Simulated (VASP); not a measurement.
# HW12C12N in VASP: single point with PBE

Aim: the single point of HW12C12N with PBE.

Program: VASP 6.6.1. These are calculated values, not measurements. Logs are shortened: lines on timing, memory, paths and dates and some standing lists are left out, and cuts for length are marked.

**1. The cell of the first run**

The cell holds a slab with vacuum, 26 atoms: a = 5.719 Å, b = 5.613 Å, c = 20.604 Å, α = 90.00°, β = 90.00°, γ = 90.00°.

**2. Single point, PBE**

INCAR reads:

```
SYSTEM = HW12C12N
PREC = Accurate
ENCUT = 520
EDIFF = 1E-7
ISMEAR = -1
SIGMA = 0.15
LREAL = Auto
LASPH = .TRUE.
NELM = 100
ALGO = Normal
ISIF = 2
LWAVE = .FALSE.
LCHARG = .FALSE.
GGA = PE
NBANDS = 130
```

KPOINTS reads:

```
regular mesh
0
G
  2 2 1
  0 0 0
```

POSCAR reads:

```
HW12C12N
1.0
    5.7190200000      0.0000000000      0.0000000000
    0.0000000000      5.6126800000      0.0000000000
    0.0000000000      0.0000000000     20.6037550000
W C N H
12 12 1 1
Direct
    0.0000000000      0.0000000000      0.0485348423
    0.2525607534     -0.0094429043      0.1692312882
   -0.0082531623     -0.0092825531      0.2933882683
    0.0000000000      0.4999928733      0.0485348423
    0.2526306955      0.5064603719      0.1692507021
   -0.0101940542      0.5120370304      0.2933834148
    0.4999982514      0.0000000000      0.0485348423
    0.7498837213     -0.0008195728      0.1699398969
    0.5113988061     -0.0207565726      0.2952520062
    0.4999982514      0.4999928733      0.0485348423
    0.7492892139      0.4992980181      0.1695613251
    0.5192148305      0.5292658766      0.2992561307
   -0.0011890149      0.2485265506      0.1235891225
    0.2307388329      0.2625305558      0.2608505100
   -0.3370157824      0.1653577257      0.4776410902
   -0.0042839507      0.7505505391      0.1226815209
    0.2406356334      0.7529558072      0.2442176196
    0.1072561383      0.7564835337      0.3683648927
    0.5041423181      0.2505754827      0.1248752958
    0.7214872478      0.2583436077      0.2663834820
    0.2638039384      0.2244738699      0.3375015865
    0.5086710660      0.7499982183      0.1228659533
    0.7297229246      0.7400208100      0.2434313551
    0.5346720242      0.7622739939      0.3712527158
    0.8151571423      0.2543704612      0.4479329132
    2.6638130309     -0.0501008431      0.5053884595
```

Potentials or basis: VASP PAW PBE potentials, release 64 (W_sv, C, N, H).

Launch:

```console
> cat potpaw_PBE.64/W_sv/POTCAR potpaw_PBE.64/C/POTCAR potpaw_PBE.64/N/POTCAR potpaw_PBE.64/H/POTCAR > POTCAR
> mpirun -np 1 vasp_std > vasp.out
```

OUTCAR:

```text
SYSTEM = HW12C12N
   PREC = Accurate
   ENCUT = 520
   EDIFF = 1E-7
   ISMEAR = -1
   LREAL = Auto
   LASPH = .TRUE.
   NELM = 100
   ISIF = 2
   GGA = PE

 ion  position               nearest neighbor table
   1  0.000  0.000  0.049-  16 2.07  13 2.08   4 2.81   4 2.81   7 2.86   7 2.86   2 2.88   8 2.88

   2  0.253  0.991  0.169-  17 2.04  22 2.21  16 2.21  19 2.24  13 2.26  14 2.43   5 2.72   8 2.84
                             7 2.86   8 2.88   1 2.88   5 2.90   3 2.96   9 2.99
   3  0.992  0.991  0.293-  18 2.13  14 2.16  17 2.20  20 2.23  21 2.23  23 2.30   6 2.69   9 2.75
                             8 2.90   6 2.93   2 2.96   9 2.97
   4  0.000  0.500  0.049-  16 2.08  13 2.09   1 2.81   1 2.81  10 2.86  10 2.86  11 2.88   5 2.88

   5  0.253  0.506  0.169-  17 2.07  22 2.22  16 2.23  19 2.23  13 2.26  14 2.33   2 2.72  11 2.84
                            10 2.86   4 2.88  11 2.88   2 2.90   6 2.97  12 3.08
   6  0.990  0.512  0.293-  14 2.08  20 2.17  18 2.17  23 2.22  17 2.22  21 2.43   3 2.69  12 2.70
                            11 2.90   3 2.93   5 2.97  12 3.03
   7  0.500  0.000  0.049-  22 2.08  19 2.11  10 2.81  10 2.81   1 2.86   1 2.86   2 2.86   8 2.88

   8  0.750  0.999  0.170-  23 2.10  22 2.19  19 2.20  16 2.21  13 2.21  20 2.47  11 2.81  11 2.81
                             2 2.84   2 2.88   7 2.88   1 2.88   3 2.90   9 2.92
   9  0.511  0.979  0.295-  24 1.99  20 2.06  23 2.12  21 2.16  17 2.26  14 2.37  12 2.53   3 2.75
                             8 2.92   3 2.97   2 2.99  12 3.09
  10  0.500  0.500  0.049-  22 2.08  19 2.11   7 2.81   7 2.81   4 2.86   4 2.86   5 2.86  11 2.87

  11  0.749  0.499  0.170-  23 2.04  19 2.18  22 2.19  16 2.22  13 2.22  20 2.42   8 2.81   8 2.81
                             5 2.84  10 2.87   4 2.88   5 2.88   6 2.90  12 2.98
  12  0.519  0.529  0.299-  24 1.98  20 2.03  23 2.04  17 2.32  14 2.36  21 2.38   9 2.53   6 2.70
                            11 2.98   6 3.03   5 3.08   9 3.09
  13  0.999  0.249  0.124-   1 2.08   4 2.09   8 2.21  11 2.22   2 2.26   5 2.26
  14  0.231  0.263  0.261-  21 1.60   6 2.08   3 2.16   5 2.33  12 2.36   9 2.37   2 2.43
  15  0.663  0.165  0.478-  25 1.18  26 1.34
  16  0.996  0.751  0.123-   1 2.07   4 2.08   8 2.21   2 2.21  11 2.22   5 2.23
  17  0.241  0.753  0.244-   2 2.04   5 2.07   3 2.20   6 2.22   9 2.26  12 2.32
  18  0.107  0.756  0.368-   3 2.13   6 2.17
  19  0.504  0.251  0.125-  10 2.11   7 2.11  11 2.18   8 2.20   5 2.23   2 2.24
  20  0.721  0.258  0.266-  12 2.03   9 2.06   6 2.17   3 2.23  11 2.42   8 2.47
  21  0.264  0.224  0.338-  14 1.60   9 2.16   3 2.23  12 2.38   6 2.43
  22  0.509  0.750  0.123-   7 2.08  10 2.08  11 2.19   8 2.19   2 2.21   5 2.22
  23  0.730  0.740  0.243-  11 2.04  12 2.04   8 2.10   9 2.12   6 2.22   3 2.30
  24  0.535  0.762  0.371-  12 1.98   9 1.99
  25  0.815  0.254  0.448-  15 1.18
  26  0.664  0.950  0.505-  15 1.34

  LATTYP: Found a simple orthorhombic cell.
 ALAT       =     5.6126800000
 B/A-ratio  =     1.0189463857
 C/A-ratio  =     3.6709299301

  Lattice vectors:

 A1 = (   0.0000000000,  -5.6126800000,   0.0000000000)
 A2 = (   5.7190200000,   0.0000000000,   0.0000000000)
 A3 = (   0.0000000000,   0.0000000000,  20.6037550000)

Analysis of symmetry for initial positions (statically):
=====================================================================
 Subroutine PRICEL returns:
 Original cell was already a primitive cell.

 Routine SETGRP: Setting up the symmetry group for a
 simple orthorhombic supercell.

 Subroutine GETGRP returns: Found  1 space group operations
 (whereof  1 operations were pure point group operations)
 out of a pool of  8 trial point group operations.

The static configuration has the point symmetry C_1 .

Analysis of symmetry for dynamics (positions and initial velocities):
=====================================================================
 Subroutine PRICEL returns:
 Original cell was already a primitive cell.

 Routine SETGRP: Setting up the symmetry group for a
 simple orthorhombic supercell.

 Subroutine GETGRP returns: Found  1 space group operations
 (whereof  1 operations were pure point group operations)
 out of a pool of  8 trial point group operations.

The dynamic configuration has the point symmetry C_1 .

 Subroutine INISYM returns: Found  1 space group operations
 (whereof  1 operations are pure point group operations),
 and found     1 'primitive' translations

----------------------------------------------------------------------------------------

                                     Primitive cell

  volume of cell :     661.3605

  direct lattice vectors                    reciprocal lattice vectors
     5.719020000  0.000000000  0.000000000     0.174855133  0.000000000  0.000000000
     0.000000000  5.612680000  0.000000000     0.000000000  0.178168005  0.000000000
     0.000000000  0.000000000 20.603755000     0.000000000  0.000000000  0.048534842

  length of vectors
     5.719020000  5.612680000 20.603755000     0.174855133  0.178168005  0.048534842

  position of ions in fractional coordinates (direct lattice)
     0.000000000  0.000000000  0.048534842
     0.252560753  0.990557096  0.169231288
     0.991746838  0.990717447  0.293388268
     0.000000000  0.499992873  0.048534842
     0.252630696  0.506460372  0.169250702
     0.989805946  0.512037030  0.293383415
[... 18 lines left out ...]
     0.815157142  0.254370461  0.447932913
     0.663813031  0.949899157  0.505388459

  ion indices of the primitive-cell ions
   primitive index   ion index
                 1           1
                 2           2
                 3           3
                 4           4
                 5           5
                 6           6
[... 18 lines left out ...]
                25          25
                26          26

----------------------------------------------------------------------------------------

 KPOINTS: regular mesh

Automatic generation of k-mesh.
 Grid dimensions read from file:
 generate k-points for:    2    2    1

 Generating k-lattice:

  Cartesian coordinates                     Fractional coordinates (reciprocal lattice)
     0.087427566  0.000000000  0.000000000     0.500000000  0.000000000  0.000000000
     0.000000000  0.089084003  0.000000000     0.000000000  0.500000000  0.000000000
     0.000000000  0.000000000  0.048534842     0.000000000  0.000000000  1.000000000

  Length of vectors
     0.087427566  0.089084003  0.048534842

  Shift w.r.t. Gamma in fractional coordinates (k-lattice)
     0.000000000  0.000000000  0.000000000

 Subroutine IBZKPT returns following result:
 ===========================================

 Found      4 irreducible k-points:

 Following reciprocal coordinates:
            Coordinates               Weight
  0.000000  0.000000  0.000000      1.000000
  0.500000  0.000000  0.000000      1.000000
  0.000000  0.500000  0.000000      1.000000
  0.500000  0.500000  0.000000      1.000000
   k-points           NKPTS =      4   k-points in BZ     NKDIM =      4   number of bands    NBANDS=    130
   number of dos      NEDOS =    301   number of ions     NIONS =     26
   total plane-waves  NPLWV = 322560
   dimension x,y,z NGX =    48 NGY =   42 NGZ =  160
   dimension x,y,z NGXF=    96 NGYF=   84 NGZF=  320
   ions per type =              12  12   1   1
   NGX,Y,Z   is equivalent  to a cutoff of  13.95, 12.44, 12.91 a.u.
   NGXF,Y,Z  is equivalent  to a cutoff of  27.91, 24.88, 25.82 a.u.
 SYSTEM =  HW12C12N
   PREC   = accura    normal or accurate (medium, high low for compatibility)
   ISTART =      0    job   : 0-new  1-cont  2-samecut
   ICHARG =      2    charge: 1-file 2-atom 10-const
   ISPIN  =      1    spin polarized calculation?
   LNONCOLLINEAR =      F non collinear calculations
   LSORBIT =      F    spin-orbit coupling
   LASPH  =      T    aspherical Exc in radial PAW
   ENCUT  =  520.0 eV  38.22 Ry    6.18 a.u.  10.63 10.44 38.31*2*pi/ulx,y,z
   NELM   =    100;   NELMIN=  2; NELMDL= -5     # of ELM steps
   EDIFF  = 0.1E-06   stopping-criterion for ELM
   LREAL  =      T    real-space projection
   EDIFFG = 0.1E-05   stopping-criterion for IOM
   NSW    =      0    number of steps for IOM
   IBRION =     -1    ionic relax: 0-MD 1-quasi-New 2-CG
   NFREE  =      0    steps in history (QN), initial steepest desc. (CG)
   ISIF   =      2    stress and relaxation
   ISYM   =      2    0-nonsym 1-usesym 2-fastsym
   POTIM  = 0.5000    time-step for ionic-motion
   TEBEG  =    0.0;   TEEND  =   0.0 temperature during run
   PSTRESS=    0.0 pullay stress
   NELECT =     222.0000    total number of electrons
   NUPDOWN=      -1.0000    fix difference up-down
   EMIN   =  10.00;   EMAX   =-10.00  energy-range for DOS
   EFERMI =   0.00;   METHOD = LEGACY
   ISMEAR =    -1;   SIGMA  =   0.15  broadening in eV -4-tet -1-fermi 0-gaus
   EFERMI_NEDOS =   21; number of points for ismear=-14 and -15
   IALGO  =     38    algorithm
   IMIX   =      4    mixing-type and parameters
     AMIX     =   0.40;   BMIX     =  1.00
     AMIX_MAG =   1.60;   BMIX_MAG =  1.00
  volume/ion in A,a.u.               =      25.44       171.66
  Fermi-wavevector in a.u.,A,eV,Ry     =   1.137749  2.150034 17.612366  1.294472
  Thomas-Fermi vector in A             =   2.274454
   LORBIT       =      0    0 simple, 1 ext, 2 COOP (PROOUT), +10 PAW based schemes
   GGA     = PE    functional components
   LHFCALC =     F    Hartree Fock is set to
   AEXX    =    0.0000 exact exchange contribution
   IVDW    =     0    specifies the selected vdW correction
   LEPSILON=     F    determine dielectric tensor
   LRPA    =     F    only Hartree local field effects (RPA)
 non-spin polarized calculation
  energy-cutoff  :      520.00
  volume of cell :      661.36
 maximum number of plane-waves:     17832
 NGX is ok and might be reduce to    48
   NGX = 21   NGY = 21   NGZ = 77

 number of electron     221.9999977 magnetization

 Free energy of the ion-electron system (eV)
  ---------------------------------------------------
  ext. energy  EPLUGINS =         0.00000000
  ---------------------------------------------------
  free energy    TOTEN  =      -253.47458510 eV

  energy without entropy =     -252.48514324  energy(sigma->0) =     -252.97986417

 E-fermi :   1.5355     XC(G=0):  -6.6755

 val. band max:        1.5339837692   @ k =   0.5000   0.0000   0.0000
 cond. band min:       1.5872242791   @ k =   0.5000   0.5000   0.0000
 fundamental gap:      0.0532405099
 Fermi energy:         1.5355295732

 k-point     1 :       0.0000    0.0000    0.0000
  band No.  band energies     occupation
      1     -72.8588      2.00000
      2     -72.8145      2.00000
      3     -72.7916      2.00000
      4     -72.7860      2.00000
      5     -72.7522      2.00000
      6     -72.6796      2.00000
[... 115 lines left out ...]
    122       3.6486      0.00000
    123       3.7782      0.00000

 k-point     2 :       0.5000    0.0000    0.0000
  band No.  band energies     occupation
      1     -72.8520      2.00000
      2     -72.8147      2.00000
      3     -72.7874      2.00000
      4     -72.7866      2.00000
      5     -72.7599      2.00000
      6     -72.6775      2.00000
[... 115 lines left out ...]
    122       3.1380      0.00005
    123       3.1692      0.00004

 k-point     3 :       0.0000    0.5000    0.0000
  band No.  band energies     occupation
      1     -72.8477      2.00000
      2     -72.8173      2.00000
      3     -72.7865      2.00000
      4     -72.7800      2.00000
      5     -72.7665      2.00000
      6     -72.6836      2.00000
[... 115 lines left out ...]
    122       3.3286      0.00001
    123       3.4032      0.00001

 k-point     4 :       0.5000    0.5000    0.0000
  band No.  band energies     occupation
      1     -72.8426      2.00000
      2     -72.8016      2.00000
      3     -72.7962      2.00000
      4     -72.7848      2.00000
      5     -72.7703      2.00000
      6     -72.6772      2.00000
[... 115 lines left out ...]
    122       2.3448      0.00903
    123       2.6771      0.00099
 [bands above 123 left out]

------------------------ aborting loop because EDIFF is reached ----------------------------------------

  FORCE on cell =-STRESS in cart. coord.  units (eV):
  Direction    XX          YY          ZZ          XY          YZ          ZX
  --------------------------------------------------------------------------------------
  -------------------------------------------------------------------------------------
  Total        4.6361515     19.8948966     -3.8599398     -0.0347283      2.4075883     -3.2847181
  in kB       11.2312973     48.1963327     -9.3508877     -0.0841309      5.8324971     -7.9573857
  external PRESSURE =      16.6922475 kB  Pullay stress =       0.0000000 kB

 VOLUME and BASIS-vectors are now :
 -----------------------------------------------------------------------------
  energy-cutoff  :      520.00
  volume of cell :      661.36
      direct lattice vectors                 reciprocal lattice vectors
     5.719020000  0.000000000  0.000000000     0.174855133  0.000000000  0.000000000
     0.000000000  5.612680000  0.000000000     0.000000000  0.178168005  0.000000000
     0.000000000  0.000000000 20.603755000     0.000000000  0.000000000  0.048534842

 POSITION                                       TOTAL-FORCE (eV/Angst)
 -----------------------------------------------------------------------------------
      0.00000      0.00000      1.00000         0.043481      0.021453     -0.487735
      1.44440      5.55968      3.48680        -0.359884      2.568274     -0.313456
      5.67182      5.56058      6.04490         1.708049      0.672256      1.009840
      0.00000      2.80630      1.00000         0.050620     -0.041542     -0.402553
      1.44480      2.84260      3.48720        -0.368053     -1.924894      0.102589
      5.66072      2.87390      6.04480         2.248225     -0.230545      1.804880
[... 18 lines left out ...]
      4.66190      1.42770      9.22910        -0.653479      0.787689     -0.006056
      3.79636      5.33148     10.41290        -0.836660      4.057089     -1.678905
 -----------------------------------------------------------------------------------
    total drift:                               -0.001812     -0.009172      0.001427

  FREE ENERGIE OF THE ION-ELECTRON SYSTEM (eV)
  ---------------------------------------------------
  free  energy   TOTEN  =      -253.4745851007 eV

  energy  without entropy=     -252.4851432373  energy(sigma->0) =     -252.97986417
```

It took 17 min on 1 thread of Intel Xeon Platinum 8259CL at 2.50GHz (Skylake/Cascade Lake), shared host; peak memory 0.8 GiB.

Results:

- Free energy: -253.4746 eV
- Largest force: 6.305 eV/Å
- Band gap on the k mesh: zero (bands 111 and 112 overlap by 0.34 eV)

Forces on the atoms (eV/Å):
```
W    0.043  0.021 -0.488
W   -0.360  2.568 -0.313
W    1.708  0.672  1.010
W    0.051 -0.042 -0.403
W   -0.368 -1.925  0.103
W    2.248 -0.231  1.805
W    0.119  0.080 -0.483
W   -0.158  0.772 -0.700
W   -3.296  3.380  1.013
W    0.057 -0.100 -0.516
W   -0.117 -1.157 -0.865
W   -5.117 -3.563  0.935
C    0.207  0.083  1.098
C    0.914 -0.865 -1.767
C    1.488 -4.799  1.822
C    0.319 -0.107  0.782
C    0.482 -0.244  1.831
C   -0.118 -0.524 -2.037
C   -0.444 -0.136  0.587
C    2.624 -0.964 -1.626
C   -0.626  1.284 -1.878
C   -0.596 -0.042  0.639
C    2.324  1.114  1.405
C    0.107 -0.120 -0.269
N   -0.653  0.788 -0.006
H   -0.837  4.057 -1.679
```

Caveat: the k points lie up to 0.56 Å⁻¹ apart; spin-orbit coupling is left out, which moves the levels of the heavy elements.
